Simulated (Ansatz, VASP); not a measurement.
# Al2SiO5: VASP beside Ansatz

INCAR

```
  ALGO = Normal
  EDIFF = 1E-6
  ENCUT = 520
  ISIF = 2
  ISMEAR = 0
  LASPH = T
  LCHARG = F
  LREAL = Auto
  LWAVE = F
  NBANDS = 102
  NELM = 100
  PREC = Accurate
  SIGMA = 0.1
```

KPOINTS

```
k-points
0
Gamma
  4 4 4
```

File POSCAR:

```
Al2SiO5
1.0
    7.7600000000      0.0000000000      0.0000000000
    0.0000000000      7.9000000000      0.0000000000
    0.0000000000      0.0000000000      5.5600000000
Al Si O
8 4 20
Direct
    0.0000000000      0.0000000000      0.2500000000
    0.5000000000      0.5000000000      0.2500000000
    0.0000000000      0.0000000000      0.7500000000
    0.5000000000      0.5000000000      0.7500000000
    0.8600000000      0.3600000000      0.0000000000
    0.1400000000      0.6400000000      0.0000000000
    0.3600000000      0.1400000000      0.5000000000
    0.6400000000      0.8600000000      0.5000000000
    0.2800000000      0.2500000000      0.0000000000
    0.7200000000      0.7500000000      0.0000000000
    0.7800000000      0.2500000000      0.5000000000
    0.2200000000      0.7500000000      0.5000000000
    0.0800000000      0.8600000000      0.0000000000
    0.9200000000      0.1400000000      0.0000000000
    0.5800000000      0.6400000000      0.5000000000
    0.4200000000      0.3600000000      0.5000000000
    0.0400000000      0.8300000000      0.5000000000
    0.9600000000      0.1700000000      0.5000000000
    0.5400000000      0.6700000000      0.0000000000
    0.4600000000      0.3300000000      0.0000000000
    0.1400000000      0.4000000000      0.0000000000
    0.8600000000      0.6000000000      0.0000000000
    0.6400000000      0.1000000000      0.5000000000
    0.3600000000      0.9000000000      0.5000000000
    0.2100000000      0.1400000000      0.2500000000
    0.7900000000      0.8600000000      0.2500000000
    0.7100000000      0.3600000000      0.2500000000
    0.2900000000      0.6400000000      0.2500000000
    0.7900000000      0.8600000000      0.7500000000
    0.2100000000      0.1400000000      0.7500000000
    0.2900000000      0.6400000000      0.7500000000
    0.7100000000      0.3600000000      0.7500000000
```

Input for Ansatz:

```yaml
crystal:
  lattice:
    - [7.76, 0.0, 0.0]
    - [0.0, 7.9, 0.0]
    - [0.0, 0.0, 5.56]
  atoms:
    - { symbol: Al, position: [0.0, 0.0, 0.25] }
    - { symbol: Al, position: [0.5, 0.5, 0.25] }
    - { symbol: Al, position: [0.0, 0.0, 0.75] }
    - { symbol: Al, position: [0.5, 0.5, 0.75] }
    - { symbol: Al, position: [0.86, 0.36, 0.0] }
    - { symbol: Al, position: [0.14, 0.64, 0.0] }
    - { symbol: Al, position: [0.36, 0.14, 0.5] }
    - { symbol: Al, position: [0.64, 0.86, 0.5] }
    - { symbol: Si, position: [0.28, 0.25, 0.0] }
    - { symbol: Si, position: [0.72, 0.75, 0.0] }
    - { symbol: Si, position: [0.78, 0.25, 0.5] }
    - { symbol: Si, position: [0.22, 0.75, 0.5] }
    - { symbol: O, position: [0.08, 0.86, 0.0] }
    - { symbol: O, position: [0.92, 0.14, 0.0] }
    - { symbol: O, position: [0.58, 0.64, 0.5] }
    - { symbol: O, position: [0.42, 0.36, 0.5] }
    - { symbol: O, position: [0.04, 0.83, 0.5] }
    - { symbol: O, position: [0.96, 0.17, 0.5] }
    - { symbol: O, position: [0.54, 0.67, 0.0] }
    - { symbol: O, position: [0.46, 0.33, 0.0] }
    - { symbol: O, position: [0.14, 0.4, 0.0] }
    - { symbol: O, position: [0.86, 0.6, 0.0] }
    - { symbol: O, position: [0.64, 0.1, 0.5] }
    - { symbol: O, position: [0.36, 0.9, 0.5] }
    - { symbol: O, position: [0.21, 0.14, 0.25] }
    - { symbol: O, position: [0.79, 0.86, 0.25] }
    - { symbol: O, position: [0.71, 0.36, 0.25] }
    - { symbol: O, position: [0.29, 0.64, 0.25] }
    - { symbol: O, position: [0.79, 0.86, 0.75] }
    - { symbol: O, position: [0.21, 0.14, 0.75] }
    - { symbol: O, position: [0.29, 0.64, 0.75] }
    - { symbol: O, position: [0.71, 0.36, 0.75] }
basis:
  ecutwfc: 420
kpoints:
  mp_grid: { grid: [4, 4, 4] }
hamiltonian:
  xc: lda
scf:
  occupations: { method: gaussian, width: 0.1 }
output:
  forces: true
  stress: true
  eigenvalues: true
```

Alike in both runs: task single point; functional LDA; k mesh 4 × 4 × 4; occupations gaussian, width 0.1 eV; no spin polarisation.

```csv
,VASP,Ansatz
version,VASP 6.6.1,Ansatz 0.2.0
potentials or method,"VASP PAW LDA potentials, release 64 (Al, Si, O), cutoff 520 eV","scalar-relativistic, plane waves, PAW"
valence electrons in the cell,160,160
```

```tsv
	VASP	Ansatz	Ansatz less VASP
gap on the k mesh at the Fermi level (eV)	3.48	3.49	+0.010
least direct gap on the mesh (eV)	3.48	3.49	+0.010
pressure (GPa)	-4.8	-5.5	-0.70
traceless stress, the component that is largest in VASP (GPa)	-6.56	-6.63	-0.065
rms of the force components (eV/Å)	2.092	2.075	-0.0171
```

LDA's correlation is that of Perdew and Zunger in VASP and of Perdew and Wang (1992) in Ansatz. Atom by atom the forces differ by 0.045 eV/Å (rms over components).
